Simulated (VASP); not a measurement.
## Te2Mo: single point with LDA

The system is Te2Mo.

```
CELL_PARAMETERS angstrom
3.40318 0.00000 0.00000
-1.70159 2.94724 0.00000
0.00000 0.00000 7.33716
ATOMIC_POSITIONS crystal
Te 0.33333 0.66667 0.75344
Te 0.33333 0.66667 0.24656
Mo 0.00000 0.00000 0.00000
```

| Quantity | Value |
| --- | --- |
| Program | VASP 6.6.1 |
| Task | single point |
| Functional | LDA |
| Potentials or basis | VASP PAW LDA potentials, release 64 (Te, Mo_sv) |
| Cutoff | 520 eV |
| k mesh | 12 × 12 × 4 |
| Occupations | gaussian, width 0.02 eV |
| Spin | no spin polarisation |
| Dipole correction | no |
| Further INCAR settings | ALGO = Normal; EDIFF = 1e-06; NBANDS = 20 |

```yaml
Pressure: 4.3 GPa
Largest_force: 0.056 eV/Å
Band_gap_on_the_k_mesh: 0.80 eV, indirect (least direct gap 1.12 eV)
```

Forces in eV/Å, atoms in the order of the input:
```
Te   0.000  0.000 -0.056
Te   0.000  0.000  0.056
Mo   0.000  0.000  0.000
```

Stress tensor (GPa, compression positive):
```
4.25 0.00 0.00
0.00 4.25 0.00
0.00 0.00 4.48
```

Levels at points of the mesh, in eV from the valence-band top:
```
           k point  band 9  band 10  band 11  band 12  band 13  band 14  band 15  band 16  band 17  band 18
(0.00, 0.00, 0.00)   -1.66    -1.30    -0.93    -0.80    -0.80     3.61     3.61     3.71     3.71     5.73
(0.50, 0.00, 0.00)   -3.95    -2.37    -1.31    -1.22    -0.17     1.55     1.66     3.55     4.12     4.13
(0.00, 0.00, 0.50)   -1.65    -1.65    -0.82    -0.82    -0.25     3.40     3.40     3.94     3.94     6.80
(0.50, 0.00, 0.50)   -3.27    -2.60    -2.42    -0.54     0.00     1.69     2.07     2.74     3.73     4.83
```

Wall time 69 s on 1 thread of Intel Xeon 6975P-C (shared host), peak memory 0.22 GiB.

Caveat: spin-orbit coupling is left out, which moves the levels of the heavy elements. As with any semilocal functional, this LDA gap is likely too small.
